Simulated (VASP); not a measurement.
# Rb (Cmcm) in VASP: single point with PBE

Aim: the single point of Rb with PBE.

All numbers are computed with VASP 6.6.1; they aren't measurements. Logs are shortened: lines on timing, memory, paths and dates and some standing lists are left out, and cuts for length are marked.

## Step 1: The cell of the first run

Symmetry: Cmcm, No. 63, orthorhombic system. Conventional cell: a = 5.382 Å, b = 8.577 Å, c = 8.867 Å, α = 90.00°, β = 90.00°, γ = 90.00°.

## Step 2: Single point, PBE (strained)

INCAR reads:

```
PREC = Accurate
ENCUT = 520
EDIFF = 1E-6
ISMEAR = 0
SIGMA = 0.1
LREAL = F
LASPH = T
NELM = 60
ALGO = Fast
ISIF = 2
LWAVE = F
LCHARG = F
GGA = PE
NBANDS = 16
```

KPOINTS reads:

```
Automatic mesh
0
Gamma
  10 10 6
```

POSCAR reads:

```
Rb
1.0
    2.6907714168     -4.2884426607      0.0000000000
    2.6907714168      4.2884426607      0.0000000000
    0.0000000000      0.0000000000      8.8666858188
Rb
2
Direct
    0.8115879972      0.1884120028      0.7500000000
    0.1884120028      0.8115879972      0.2500000000
```

Potentials or basis: VASP PAW PBE potentials, release 64 (Rb_sv).

Started as:

```
$ cat potpaw_PBE.64/Rb_sv/POTCAR > POTCAR
$ mpirun -np 1 vasp_std > vasp.out
```

OUTCAR:

```text
PREC = Accurate
   ENCUT = 520
   EDIFF = 1E-6
   ISMEAR = 0
   LREAL = F
   LASPH = T
   NELM = 60
   ISIF = 2
   GGA = PE

 ion  position               nearest neighbor table
   1  0.812  0.188  0.750-   2 5.29   2 5.29   2 5.29   2 5.29   2 5.49   2 5.49
   2  0.188  0.812  0.250-   1 5.29   1 5.29   1 5.29   1 5.29   1 5.49   1 5.49

  LATTYP: Found a base centered orthorhombic cell.
 ALAT       =     5.3815428336
 B/A-ratio  =     1.5937595568
 C/A-ratio  =     1.6476103774

  Lattice vectors:

 A1 = (   2.6907714168,  -4.2884426607,   0.0000000000)
 A2 = (   2.6907714168,   4.2884426607,   0.0000000000)
 A3 = (   0.0000000000,   0.0000000000,   8.8666858188)

Analysis of symmetry for initial positions (statically):
=====================================================================
 Subroutine PRICEL returns:
 Original cell was already a primitive cell.

 Routine SETGRP: Setting up the symmetry group for a
 base centered orthorhombic supercell.

 Subroutine GETGRP returns: Found  8 space group operations
 (whereof  4 operations were pure point group operations)
 out of a pool of  8 trial point group operations.

The static configuration has the point symmetry C_2h.
 The point group associated with its full space group is D_2h.

Analysis of symmetry for dynamics (positions and initial velocities):
=====================================================================
 Subroutine PRICEL returns:
 Original cell was already a primitive cell.

 Routine SETGRP: Setting up the symmetry group for a
 base centered orthorhombic supercell.

 Subroutine GETGRP returns: Found  8 space group operations
 (whereof  4 operations were pure point group operations)
 out of a pool of  8 trial point group operations.

The dynamic configuration has the point symmetry C_2h.
 The point group associated with its full space group is D_2h.

 Subroutine INISYM returns: Found  8 space group operations
 (whereof  4 operations are pure point group operations),
 and found     1 'primitive' translations

----------------------------------------------------------------------------------------

                                     Primitive cell

  volume of cell :     204.6293

  direct lattice vectors                    reciprocal lattice vectors
     2.690771417 -4.288442661  0.000000000     0.185820318 -0.116592441  0.000000000
     2.690771417  4.288442661  0.000000000     0.185820318  0.116592441  0.000000000
     0.000000000  0.000000000  8.866685819     0.000000000  0.000000000  0.112781711
[... 80 lines left out ...]
   LSORBIT =      F    spin-orbit coupling
   LASPH  =      T    aspherical Exc in radial PAW
   ENCUT  =  520.0 eV  38.22 Ry    6.18 a.u.   9.41  9.41 16.49*2*pi/ulx,y,z
   NELM   =     60;   NELMIN=  2; NELMDL= -5     # of ELM steps
   EDIFF  = 0.1E-05   stopping-criterion for ELM
   LREAL  =      F    real-space projection
   EDIFFG = 0.1E-04   stopping-criterion for IOM
   NSW    =      0    number of steps for IOM
   IBRION =     -1    ionic relax: 0-MD 1-quasi-New 2-CG
   NFREE  =      0    steps in history (QN), initial steepest desc. (CG)
   ISIF   =      2    stress and relaxation
   ISYM   =      2    0-nonsym 1-usesym 2-fastsym
   POTIM  = 0.5000    time-step for ionic-motion
   TEBEG  =    0.0;   TEEND  =   0.0 temperature during run
   PSTRESS=    0.0 pullay stress
   NELECT =      18.0000    total number of electrons
   NUPDOWN=      -1.0000    fix difference up-down
   EMIN   =  10.00;   EMAX   =-10.00  energy-range for DOS
   EFERMI =   0.00;   METHOD = LEGACY
   ISMEAR =     0;   SIGMA  =   0.10  broadening in eV -4-tet -1-fermi 0-gaus
   EFERMI_NEDOS =   21; number of points for ismear=-14 and -15
   IALGO  =     68    algorithm
   IMIX   =      4    mixing-type and parameters
     AMIX     =   0.40;   BMIX     =  1.00
     AMIX_MAG =   1.60;   BMIX_MAG =  1.00
  volume/ion in A,a.u.               =     102.31       690.45
  Fermi-wavevector in a.u.,A,eV,Ry     =   0.728076  1.375863  7.212366  0.530094
  Thomas-Fermi vector in A             =   1.819458
   LORBIT       =      0    0 simple, 1 ext, 2 COOP (PROOUT), +10 PAW based schemes
   GGA     = PE    functional components
   LHFCALC =     F    Hartree Fock is set to
   AEXX    =    0.0000 exact exchange contribution
   IVDW    =     0    specifies the selected vdW correction
   LEPSILON=     F    determine dielectric tensor
   LRPA    =     F    only Hartree local field effects (RPA)
 non-spin polarized calculation
 RMM-DIIS sequential band-by-band and
 Gauss-broadening in eV      SIGMA  =   0.10
  energy-cutoff  :      520.00
  volume of cell :      204.63
 maximum number of plane-waves:      5534
 NGX is ok and might be reduce to    40
   NGX = 19   NGY = 19   NGZ = 33

 number of electron      18.0000000 magnetization

 Free energy of the ion-electron system (eV)
  ---------------------------------------------------
  ext. energy  EPLUGINS =         0.00000000
  ---------------------------------------------------
  free energy    TOTEN  =        -1.85437128 eV

  energy without entropy =       -1.84557277  energy(sigma->0) =       -1.84997203

 E-fermi :  -0.2393     XC(G=0):  -5.1913

 val. band max:       -0.2718641114   @ k =   0.4000   0.0000   0.5000
 cond. band min:      -0.2379954001   @ k =  -0.2000   0.2000   0.1667
 fundamental gap:      0.0338687113
 Fermi energy:        -0.2392943262

 k-point     1 :       0.0000    0.0000    0.0000
  band No.  band energies     occupation
      1     -29.2030      2.00000
      2     -29.2015      2.00000
      3     -13.3095      2.00000
      4     -13.2634      2.00000
      5     -13.2569      2.00000
      6     -13.2559      2.00000
[... 433 lines left out ...]
      3     -13.3091      2.00000
      4     -13.3030      2.00000
      5     -13.2910      2.00000
      6     -13.2840      2.00000
[... 8 lines left out ...]
     15       2.2092      0.00000
     16       2.8293      0.00000

 [... further k-points ...]
[... 5 lines left out ...]
  --------------------------------------------------------------------------------------
  -------------------------------------------------------------------------------------
  Total       -0.2955169     -0.1911826     -0.4692104      0.0000000      0.0000000      0.0000000
  in kB       -2.3137962     -1.4968944     -3.6737577      0.0000000      0.0000000      0.0000000
  external PRESSURE =      -2.4948161 kB  Pullay stress =       0.0000000 kB

 VOLUME and BASIS-vectors are now :
 -----------------------------------------------------------------------------
  energy-cutoff  :      520.00
  volume of cell :      204.63
      direct lattice vectors                 reciprocal lattice vectors
     2.690771417 -4.288442661  0.000000000     0.185820318 -0.116592441  0.000000000
     2.690771417  4.288442661  0.000000000     0.185820318  0.116592441  0.000000000
     0.000000000  0.000000000  8.866685819     0.000000000  0.000000000  0.112781711

 POSITION                                       TOTAL-FORCE (eV/Angst)
 -----------------------------------------------------------------------------------
      2.69077     -2.67245      6.65001         0.000000     -0.000319      0.000000
      2.69077      2.67245      2.21667         0.000000      0.000319     -0.000000
 -----------------------------------------------------------------------------------
    total drift:                               -0.000000     -0.000000      0.000000

  FREE ENERGIE OF THE ION-ELECTRON SYSTEM (eV)
  ---------------------------------------------------
  free  energy   TOTEN  =        -1.8543712821 eV

  energy  without entropy=       -1.8455727744  energy(sigma->0) =       -1.84997203
```

OSZICAR:

```text
N       E                     dE             d eps       ncg     rms          rms(c)
DAV:   1     0.118964426039E+03    0.11896E+03   -0.67493E+03  3976   0.836E+02
DAV:   2     0.112062590815E+02   -0.10776E+03   -0.10448E+03  5344   0.181E+02
DAV:   3    -0.651715806513E+00   -0.11858E+02   -0.11807E+02  5568   0.590E+01
DAV:   4    -0.184354971597E+01   -0.11918E+01   -0.11916E+01  7016   0.128E+01
DAV:   5    -0.184982962333E+01   -0.62799E-02   -0.62793E-02  5688   0.111E+00    0.147E+00
RMM:   6    -0.185175413719E+01   -0.19245E-02   -0.32231E-03  4144   0.331E-01    0.888E-01
RMM:   7    -0.185407167046E+01   -0.23175E-02   -0.68407E-03  4314   0.450E-01    0.626E-02
RMM:   8    -0.185435643723E+01   -0.28477E-03   -0.51151E-04  5114   0.124E-01    0.983E-03
RMM:   9    -0.185436710040E+01   -0.10663E-04   -0.11581E-04  6317   0.425E-02    0.965E-03
RMM:  10    -0.185437008104E+01   -0.29806E-05   -0.24454E-05  6580   0.197E-02    0.635E-03
RMM:  11    -0.185437108903E+01   -0.10080E-05   -0.65533E-06  5265   0.108E-02    0.348E-03
RMM:  12    -0.185437128215E+01   -0.19312E-06   -0.28474E-06  4773   0.634E-03
   1 F= -.18543713E+01 E0= -.18499720E+01  d E =-.879851E-02
```

stdout:

```text
POSCAR found type information on POSCAR Rb
 POSCAR found :  1 types and       2 ions
 scaLAPACK will be used
 LDA part: xc-table for (Slater+PW92), standard interpolation
 POSCAR, INCAR and KPOINTS ok, starting setup
 FFT: planning ... GRIDC
 FFT: planning ... GRID_SOFT
 FFT: planning ... GRID
 WAVECAR not read
 entering main loop
WARNING in EDDRMM: call to ZHEGV failed, returncode =   8  4     16
WARNING in EDDRMM: call to ZHEGV failed, returncode =   8  4     14
WARNING in EDDRMM: call to ZHEGV failed, returncode =   8  4     14
```

Wall time 4.2 min (1 thread of Intel Xeon 6975P-C (Granite Rapids), shared host); peak memory 0.53 GiB.

Results:

* Free energy: -1.8544 eV
* Pressure: -0.2 GPa
* Band gap on the k mesh: zero (bands 9 and 10 overlap by 2.11 eV)

Stress tensor (GPa, compression positive):
```
-0.23  0.00  0.00
 0.00 -0.15  0.00
 0.00  0.00 -0.37
```

Caveat: the cell differs from its parent crystal (strained).
